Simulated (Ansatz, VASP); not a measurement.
Two plane-wave programs on SiC

```
C Si
1.0
     0.00000    1.92889    1.92889
     1.92889    0.00000    1.92889
     1.92889    1.92889    0.00000
C Si
1 1
Direct
  0.00000 0.00000 0.00000
  0.50000 0.50000 0.50000
```

Alike in both runs: task single point; functional r2SCAN; k mesh 20 × 20 × 20; occupations gaussian, width 0.05 eV; no spin polarisation.

|  | VASP | Ansatz |
| --- | --- | --- |
| version | VASP 6.6.1 | Ansatz 0.2.0 |
| potentials or method | VASP PAW PBE potentials, release 64 (C, Si), cutoff 520 eV | scalar-relativistic, plane waves, PAW |
| valence electrons in the cell | 8 | 8 |

```tsv
	VASP	Ansatz	Ansatz less VASP
gap on the k mesh at the Fermi level (eV)	0.38	0.38	+0.002
least direct gap on the mesh (eV)	5.58	5.57	-0.003
```

VASP's potentials were made for PBE, not for r2SCAN.
